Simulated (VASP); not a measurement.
Input of a VASP 6.6.1 run:

The input INCAR:

```
SYSTEM = BiS
PREC = Accurate
ENCUT = 520
EDIFF = 1E-6
ISMEAR = 0
SIGMA = 0.1
LREAL = .False.
LASPH = .True.
NELM = 80
ALGO = Normal
ISIF = 2
LWAVE = .False.
LCHARG = .False.
GGA = PE
NBANDS = 18
```

File KPOINTS:

```
regular mesh
0
Gamma
  6 6 6
  0 0 0
```

The input POSCAR:

```
BiS
1.0
    3.5840968716      0.0000000000      0.0000000000
    0.0000000000      3.5840968716      0.0000000000
    0.0000000000      0.0000000000      3.5840968716
Bi S
1 1
Direct
    0.5000000000      0.5000000000      0.5000000000
    0.0000000000      0.0000000000      0.0000000000
```

Potentials or basis: VASP PAW PBE potentials, release 64 (Bi_d, S).

Command:

```bash
$ cat potpaw_PBE.64/Bi_d/POTCAR potpaw_PBE.64/S/POTCAR > POTCAR
$ mpirun -np 1 vasp_std > vasp.out
```

Task: Estimate the pressure.

Result: -0.1 GPa.

Task: Estimate the band gap on the k mesh.

Result: Zero (an odd number of electrons rules out a gap without spin polarisation).

Caveat: spin-orbit coupling is left out, which moves the levels of the heavy elements.
